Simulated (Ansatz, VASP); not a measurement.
Two plane-wave programs on MgB2

```xyz
3
Lattice="1.5196 0.8773 4.1741 -1.5196 0.8773 4.1741 0.0000 -1.7547 4.1741" Properties=species:S:1:pos:R:3 pbc="T T T"
Mg    0.0000    0.0000    0.0000
B     0.0000    0.0000   10.2844
B     0.0000    0.0000    2.2380
```

Alike in both runs: functional PBE; k mesh 6 × 6 × 6; occupations gaussian, width 0.1 eV; no spin polarisation.

Ansatz relaxed the structure, and its values are those at the end. VASP's run is a single point on that final structure, the one shown.

|  | VASP | Ansatz |
| --- | --- | --- |
| version | VASP 6.6.1 | Ansatz 0.2.0 |
| potentials or method | VASP PAW PBE potentials, release 64 (Mg, B), cutoff 520 eV | scalar-relativistic, plane waves, PAW |
| valence electrons in the cell | 8 | 16 |

```csv
,VASP,Ansatz,Ansatz less VASP
gap on the k mesh at the Fermi level (eV),none,none,-
pressure (GPa),-0.1,0.0,+0.09
rms of the force components (eV/Å),0.011,0.006,-0.0052
```

A gap of «none» marks a metal or a gap that the smearing closes. VASP's potentials hold 8 valence electrons a cell and Ansatz's 16, so a difference there can come from the potentials and not from the codes.

The k mesh is coarse, so the values compare programs but aren't converged.
